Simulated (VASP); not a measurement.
# Sn2Se (P6/mmm) in VASP: notebook, part 2 of 2

VASP 6.6.1. The steps go on from the part before.

## (4) Single point, PBE

This run uses another cell than the first one, of 27.04 Å³/atom, 0.972 times its volume.

INCAR

```
SYSTEM = Sn2Se
ALGO = Normal
EDIFF = 1E-6
ENCUT = 520
GGA = PE
ISIF = 2
ISMEAR = 0
LASPH = .TRUE.
LCHARG = .TRUE.
LELF = .TRUE.
LREAL = .FALSE.
LVHAR = .TRUE.
LWAVE = .FALSE.
NBANDS = 24
NELM = 60
PREC = Accurate
SIGMA = 0.1
```

KPOINTS

```
k-points
0
G
  18 18 6
  0 0 0
```

POSCAR

```
Sn2Se
1.0
    3.2484090034      0.0000000000      0.0000000000
   -1.6242045017      2.8132047189      0.0000000000
    0.0000000000      0.0000000000      8.8782681558
Sn Se
2 1
Direct
    0.0000000000      0.0000000000      0.8179127401
    0.0000000000      0.0000000000      0.1820872599
    0.0000000000      0.0000000000      0.5000000000
```

Potentials or basis: VASP PAW PBE potentials, release 64 (Sn_d, Se).

Run with:

```console
> cat potpaw_PBE.64/Sn_d/POTCAR potpaw_PBE.64/Se/POTCAR > POTCAR
> mpirun -np 1 vasp_std > vasp.out
```

OUTCAR:

```text
SYSTEM = Sn2Se
   EDIFF = 1E-6
   ENCUT = 520
   GGA = PE
   ISIF = 2
   ISMEAR = 0
   LASPH = .TRUE.
   LREAL = .FALSE.
   NELM = 60
   PREC = Accurate

 ion  position               nearest neighbor table
   1  0.000  0.000  0.818-   3 2.82   2 3.23
   2  0.000  0.000  0.182-   3 2.82   1 3.23
   3  0.000  0.000  0.500-   1 2.82   2 2.82

  LATTYP: Found a hexagonal cell.
 ALAT       =     3.2484090034
 C/A-ratio  =     2.7331127781

  Lattice vectors:

 A1 = (   3.2484090034,   0.0000000000,   0.0000000000)
 A2 = (  -1.6242045017,   2.8132047189,   0.0000000000)
 A3 = (   0.0000000000,   0.0000000000,   8.8782681558)

Analysis of symmetry for initial positions (statically):
=====================================================================
 Subroutine PRICEL returns:
 Original cell was already a primitive cell.

 Routine SETGRP: Setting up the symmetry group for a
 hexagonal supercell.

 Subroutine GETGRP returns: Found 24 space group operations
 (whereof 24 operations were pure point group operations)
 out of a pool of 24 trial point group operations.

The static configuration has the point symmetry D_6h.

Analysis of symmetry for dynamics (positions and initial velocities):
=====================================================================
 Subroutine PRICEL returns:
 Original cell was already a primitive cell.

 Routine SETGRP: Setting up the symmetry group for a
 hexagonal supercell.

 Subroutine GETGRP returns: Found 24 space group operations
 (whereof 24 operations were pure point group operations)
 out of a pool of 24 trial point group operations.

The dynamic configuration has the point symmetry D_6h.

 Subroutine INISYM returns: Found 24 space group operations
 (whereof 24 operations are pure point group operations),
 and found     1 'primitive' translations

----------------------------------------------------------------------------------------

                                     Primitive cell

  volume of cell :      81.1335

  direct lattice vectors                    reciprocal lattice vectors
     3.248409003  0.000000000  0.000000000     0.307843008  0.177733244  0.000000000
    -1.624204502  2.813204719  0.000000000     0.000000000  0.355466487  0.000000000
     0.000000000  0.000000000  8.878268156     0.000000000  0.000000000  0.112634579

  length of vectors
     3.248409003  3.248409003  8.878268156     0.355466487  0.355466487  0.112634579

  position of ions in fractional coordinates (direct lattice)
     0.000000000  0.000000000  0.817912740
     0.000000000  0.000000000  0.182087260
     0.000000000  0.000000000  0.500000000

  ion indices of the primitive-cell ions
   primitive index   ion index
                 1           1
                 2           2
                 3           3

----------------------------------------------------------------------------------------

 KPOINTS: k-points

Automatic generation of k-mesh.
 Grid dimensions read from file:
 generate k-points for:   18   18    6

 Generating k-lattice:

  Cartesian coordinates                     Fractional coordinates (reciprocal lattice)
     0.017102389  0.009874069  0.000000000     0.055555556 -0.000000000  0.000000000
     0.000000000  0.019748138  0.000000000     0.000000000  0.055555556  0.000000000
     0.000000000  0.000000000  0.018772430     0.000000000  0.000000000  0.166666667

  Length of vectors
     0.019748138  0.019748138  0.018772430

  Shift w.r.t. Gamma in fractional coordinates (k-lattice)
     0.000000000  0.000000000  0.000000000

 Subroutine IBZKPT returns following result:
 ===========================================

 Found    148 irreducible k-points:

 Following reciprocal coordinates:
            Coordinates               Weight
  0.000000  0.000000  0.000000      1.000000
  0.055556  0.000000  0.000000      6.000000
  0.111111  0.000000  0.000000      6.000000
  0.166667 -0.000000  0.000000      6.000000
  0.222222  0.000000  0.000000      6.000000
  0.277778 -0.000000  0.000000      6.000000
[... 16 lines left out ...]
  0.333333  0.111111  0.000000     12.000000
  0.388889  0.111111  0.000000     12.000000
 [... further k-points ...]
   k-points           NKPTS =    148   k-points in BZ     NKDIM =    148   number of bands    NBANDS=     24
   number of dos      NEDOS =    301   number of ions     NIONS =      3
   total plane-waves  NPLWV =  40320
   dimension x,y,z NGX =    24 NGY =   24 NGZ =   70
   dimension x,y,z NGXF=    48 NGYF=   48 NGZF=  140
   ions per type =               2   1
   NGX,Y,Z   is equivalent  to a cutoff of  12.28, 12.28, 13.11 a.u.
   NGXF,Y,Z  is equivalent  to a cutoff of  24.57, 24.57, 26.22 a.u.
 SYSTEM =  Sn2Se
   PREC   = accura    normal or accurate (medium, high low for compatibility)
   ISTART =      0    job   : 0-new  1-cont  2-samecut
   ICHARG =      2    charge: 1-file 2-atom 10-const
   ISPIN  =      1    spin polarized calculation?
   LNONCOLLINEAR =      F non collinear calculations
   LSORBIT =      F    spin-orbit coupling
   LASPH  =      T    aspherical Exc in radial PAW
   ENCUT  =  520.0 eV  38.22 Ry    6.18 a.u.   6.04  6.04 16.51*2*pi/ulx,y,z
   NELM   =     60;   NELMIN=  2; NELMDL= -5     # of ELM steps
   EDIFF  = 0.1E-05   stopping-criterion for ELM
   LREAL  =      F    real-space projection
   EDIFFG = 0.1E-04   stopping-criterion for IOM
   NSW    =      0    number of steps for IOM
   IBRION =     -1    ionic relax: 0-MD 1-quasi-New 2-CG
   NFREE  =      0    steps in history (QN), initial steepest desc. (CG)
   ISIF   =      2    stress and relaxation
   ISYM   =      2    0-nonsym 1-usesym 2-fastsym
   POTIM  = 0.5000    time-step for ionic-motion
   TEBEG  =    0.0;   TEEND  =   0.0 temperature during run
   PSTRESS=    0.0 pullay stress
   NELECT =      34.0000    total number of electrons
   NUPDOWN=      -1.0000    fix difference up-down
   EMIN   =  10.00;   EMAX   =-10.00  energy-range for DOS
   EFERMI =   0.00;   METHOD = LEGACY
   ISMEAR =     0;   SIGMA  =   0.10  broadening in eV -4-tet -1-fermi 0-gaus
   EFERMI_NEDOS =   21; number of points for ismear=-14 and -15
   IALGO  =     38    algorithm
   IMIX   =      4    mixing-type and parameters
     AMIX     =   0.40;   BMIX     =  1.00
     AMIX_MAG =   1.60;   BMIX_MAG =  1.00
  volume/ion in A,a.u.               =      27.04       182.51
  Fermi-wavevector in a.u.,A,eV,Ry     =   1.225089  2.315083 20.420215  1.500843
  Thomas-Fermi vector in A             =   2.360140
   LORBIT       =      0    0 simple, 1 ext, 2 COOP (PROOUT), +10 PAW based schemes
   GGA     = PE    functional components
   LHFCALC =     F    Hartree Fock is set to
   AEXX    =    0.0000 exact exchange contribution
   IVDW    =     0    specifies the selected vdW correction
   LEPSILON=     F    determine dielectric tensor
   LRPA    =     F    only Hartree local field effects (RPA)
 non-spin polarized calculation
 Gauss-broadening in eV      SIGMA  =   0.10
  energy-cutoff  :      520.00
  volume of cell :       81.13
 maximum number of plane-waves:      2226
   NGX = 13   NGY = 13   NGZ = 33

 number of electron      33.9999981 magnetization

 Free energy of the ion-electron system (eV)
  ---------------------------------------------------
  ext. energy  EPLUGINS =         0.00000000
  ---------------------------------------------------
  free energy    TOTEN  =       -10.87594902 eV

  energy without entropy =      -10.86561230  energy(sigma->0) =      -10.87078066

 E-fermi :   6.3154     XC(G=0):  -9.9474

 val. band max:        6.3009936980   @ k =   0.3889   0.2222   0.1667
 cond. band min:       6.3435177722   @ k =   0.5000  -0.0000   0.0000
 fundamental gap:      0.0425240743
 Fermi energy:         6.3153581142

 k-point     1 :       0.0000    0.0000    0.0000
  band No.  band energies     occupation
      1     -15.3013      2.00000
      2     -15.2027      2.00000
      3     -15.2023      2.00000
      4     -15.2023      2.00000
      5     -15.1984      2.00000
      6     -15.1984      2.00000
[... 16 lines left out ...]
     23      14.7677      0.00000
     24      15.1696      0.00000

 k-point     2 :       0.0556    0.0000    0.0000
  band No.  band energies     occupation
      1     -15.2980      2.00000
      2     -15.2032      2.00000
      3     -15.2018      2.00000
      4     -15.1965      2.00000
      5     -15.1965      2.00000
      6     -15.1927      2.00000
[... 586 lines left out ...]
 k-point    24 :       0.3889    0.1111    0.0000
  band No.  band energies     occupation
      1     -15.2706      2.00000
      2     -15.2429      2.00000
      3     -15.2014      2.00000
      4     -15.1603      2.00000
      5     -15.1384      2.00000
      6     -15.1352      2.00000
[... 16 lines left out ...]
     23      11.8215      0.00000
     24      13.6375      0.00000

 [... further k-points ...]
[... 5 lines left out ...]
  --------------------------------------------------------------------------------------
  -------------------------------------------------------------------------------------
  Total       -0.0195893     -0.0195893     -0.0056582      0.0000000      0.0000000      0.0000000
  in kB       -0.3868390     -0.3868390     -0.1117346      0.0000000      0.0000000      0.0000000
  external PRESSURE =      -0.2951376 kB  Pullay stress =       0.0000000 kB

 VOLUME and BASIS-vectors are now :
 -----------------------------------------------------------------------------
  energy-cutoff  :      520.00
  volume of cell :       81.13
      direct lattice vectors                 reciprocal lattice vectors
     3.248409003  0.000000000  0.000000000     0.307843008  0.177733244  0.000000000
    -1.624204502  2.813204719  0.000000000     0.000000000  0.355466487  0.000000000
     0.000000000  0.000000000  8.878268156     0.000000000  0.000000000  0.112634579

 POSITION                                       TOTAL-FORCE (eV/Angst)
 -----------------------------------------------------------------------------------
      0.00000      0.00000      7.26165        -0.000000     -0.000000      0.003569
      0.00000      0.00000      1.61662         0.000000      0.000000     -0.003569
      0.00000      0.00000      4.43913         0.000000     -0.000000      0.000000
 -----------------------------------------------------------------------------------
    total drift:                                0.000000     -0.000000      0.000000

  FREE ENERGIE OF THE ION-ELECTRON SYSTEM (eV)
  ---------------------------------------------------
  free  energy   TOTEN  =       -10.8759490181 eV

  energy  without entropy=      -10.8656123026  energy(sigma->0) =      -10.87078066
```

OSZICAR:

```text
N       E                     dE             d eps       ncg     rms          rms(c)
DAV:   1     0.285797576792E+03    0.28580E+03   -0.17148E+04  7328   0.197E+03
DAV:   2     0.217382088561E+02   -0.26406E+03   -0.25665E+03  7280   0.477E+02
DAV:   3    -0.984176351655E+01   -0.31580E+02   -0.31068E+02  8832   0.143E+02
DAV:   4    -0.109249939528E+02   -0.10832E+01   -0.10811E+01  8008   0.298E+01
DAV:   5    -0.109565729048E+02   -0.31579E-01   -0.31577E-01 10184   0.519E+00    0.331E+00
DAV:   6    -0.109139680026E+02    0.42605E-01   -0.44333E-01  9736   0.367E+00    0.221E+00
DAV:   7    -0.108783823933E+02    0.35586E-01   -0.10507E-01  8352   0.146E+00    0.139E+00
DAV:   8    -0.108759990100E+02    0.23834E-02   -0.27389E-02  8552   0.137E+00    0.146E-01
DAV:   9    -0.108759036513E+02    0.95359E-04   -0.19136E-03  9040   0.374E-01    0.813E-02
DAV:  10    -0.108759393366E+02   -0.35685E-04   -0.38459E-04  8576   0.210E-01    0.240E-02
DAV:  11    -0.108759470110E+02   -0.76744E-05   -0.51453E-05  8576   0.698E-02    0.126E-02
DAV:  12    -0.108759490035E+02   -0.19926E-05   -0.51475E-06  7288   0.230E-02    0.371E-03
DAV:  13    -0.108759490181E+02   -0.14574E-07   -0.61266E-07  5320   0.921E-03
   1 F= -.10875949E+02 E0= -.10870781E+02  d E =-.103367E-01
```

stdout:

```text
POSCAR found type information on POSCAR SnSe
 POSCAR found :  2 types and       3 ions
 scaLAPACK will be used
 LDA part: xc-table for (Slater+PW92), standard interpolation
 POSCAR, INCAR and KPOINTS ok, starting setup
 FFT: planning ... GRIDC
 FFT: planning ... GRID_SOFT
 FFT: planning ... GRID
 WAVECAR not read
 entering main loop
```

It took 4.1 min on 1 thread of Intel Xeon 8259CL, shared host; peak memory 0.38 GiB.

Results:

| Quantity | Value |
| --- | --- |
| Free energy | -10.8759 eV |
| Pressure | 0.0 GPa |
| Largest force | 0.004 eV/Å |
| Band gap on the k mesh | zero (band 17 reaches 7.92 eV, above the bottom of band 18 at 4.18 eV) |

Forces in eV/Å, atoms in the order of the input:
```
Sn   0.000  0.000  0.004
Sn   0.000  0.000 -0.004
Se   0.000  0.000  0.000
```

Levels at points of the mesh, in eV from the Fermi level:
```tsv
k point	band 13	band 14	band 15	band 16	band 17	band 18	band 19	band 20	band 21	band 22
(0.00, 0.00, 0.00)	-9.46	-3.59	-2.53	1.60	1.60	4.36	7.80	7.80	8.09	8.45
(0.50, 0.00, 0.00)	-5.79	-5.02	-3.26	-3.03	-1.11	0.03	0.72	4.18	4.78	4.92
(0.00, 0.00, 0.50)	-8.62	-5.30	0.79	1.28	1.60	1.60	7.51	7.51	8.10	8.89
(0.50, 0.00, 0.50)	-4.89	-4.53	-3.94	-2.90	-2.34	0.04	3.38	3.61	3.89	4.52
```

Caveat: spin-orbit coupling is left out, which moves the levels of the heavy elements.

## (5) Summary

```tsv
task	cell	k mesh	cutoff (eV)	gap on the mesh (eV)	pressure (GPa)	largest force (eV/Å)
single point	a = 3.965, b = 3.965, c = 6.128 Å, angles 90.0, 90.0, 120.0°, 3 atoms	6 × 6 × 4	520	none	57.4	5.06
relaxation of cell and atoms	relaxed from a = 3.965, b = 3.965, c = 6.128 Å, angles 90.0, 90.0, 120.0°, 3 atoms	6 × 6 × 4	600	none	0.0	0.02
single point	a = 3.248, b = 3.248, c = 8.878 Å, angles 90.0, 90.0, 120.0°, 3 atoms	18 × 18 × 6	520	none	0.0	-
```

Alike in all rows: level PBE; potentials or basis VASP PAW PBE potentials, release 64 (Sn_d, Se); no spin polarisation; smearing gaussian 0.1 eV.

Caveats: spin-orbit coupling is left out, which moves the levels of the heavy elements; forces of over 1 eV/Å act on the atoms, so gaps and moduli don't describe the material at rest (some runs).

Total energies depend on the potentials used, so only differences within one code and one set of settings carry meaning.
